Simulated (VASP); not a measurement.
Here is a VASP 6.6.1 calculation.

File INCAR:

```
PREC = Accurate ; ENCUT = 520
EDIFF = 1E-6 ; ISMEAR = 0
SIGMA = 0.1 ; LREAL = False
LASPH = True ; NELM = 80
ALGO = Normal ; ISIF = 2
LWAVE = False ; LCHARG = False
GGA = PE ; NBANDS = 25
```

The input KPOINTS:

```
Automatic mesh
0
Gamma
  6 6 6
```

POSCAR

```
BeSe5
1.0
    3.4645217877      2.0002425867      3.0570688624
   -3.4645217877      2.0002425867      3.0570688624
    0.0000000000     -4.0004851734      3.0570688624
Be Se
1 5
Direct
    0.5000000000      0.5000000000      0.5000000000
    0.5000000000      0.5000000000      0.0000000000
    0.1518351252      0.1518351252      0.1518351252
    0.0000000000      0.5000000000      0.5000000000
    0.5000000000      0.0000000000      0.5000000000
    0.8481648748      0.8481648748      0.8481648748
```

Potentials or basis: VASP PAW PBE potentials, release 64 (Be, Se).

The run is started by

```sh
$ cat potpaw_PBE.64/Be/POTCAR potpaw_PBE.64/Se/POTCAR > POTCAR
$ mpirun -np 1 vasp_std > vasp.out
```

(1) What does it give for the largest force?

(2) Predict the pressure.

(3) Predict the band gap on the k mesh.

Results:

(1) 0.011 eV/Å.

(2) 0.1 GPa.

(3) zero (band 16 reaches 4.16 eV, above the bottom of band 17 at 3.32 eV).
